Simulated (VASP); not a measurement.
Input of a VASP 6.6.1 run:

File INCAR:

```
SYSTEM = CoSi
PREC = Accurate
ENCUT = 520
EDIFF = 1E-6
ISMEAR = -1
SIGMA = 0.1
LREAL = .FALSE.
LASPH = .TRUE.
NELM = 60
ALGO = Normal
ISIF = 2
LWAVE = .FALSE.
LCHARG = .FALSE.
GGA = PE
NBANDS = 14
```

Contents of KPOINTS:

```
regular mesh
0
G
  16 16 16
  0 0 0
```

POSCAR

```
CoSi
1.0
    0.0000000000      2.0904087740      2.0904087740
    2.0904087740      0.0000000000      2.0904087740
    2.0904087740      2.0904087740      0.0000000000
Co Si
1 1
Direct
    0.0000000000      0.0000000000      0.0000000000
    0.5000000000      0.5000000000      0.5000000000
```

Potentials or basis: VASP PAW PBE potentials, release 64 (Co, Si).

The run is started by

```console
$ cat potpaw_PBE.64/Co/POTCAR potpaw_PBE.64/Si/POTCAR > POTCAR
$ mpirun -np 1 vasp_std > vasp.out
```

Task: Predict the pressure.

Result: 107.8 GPa.

 Spin polarisation is off, so any magnetic state and its effect on volume and gap are missing.
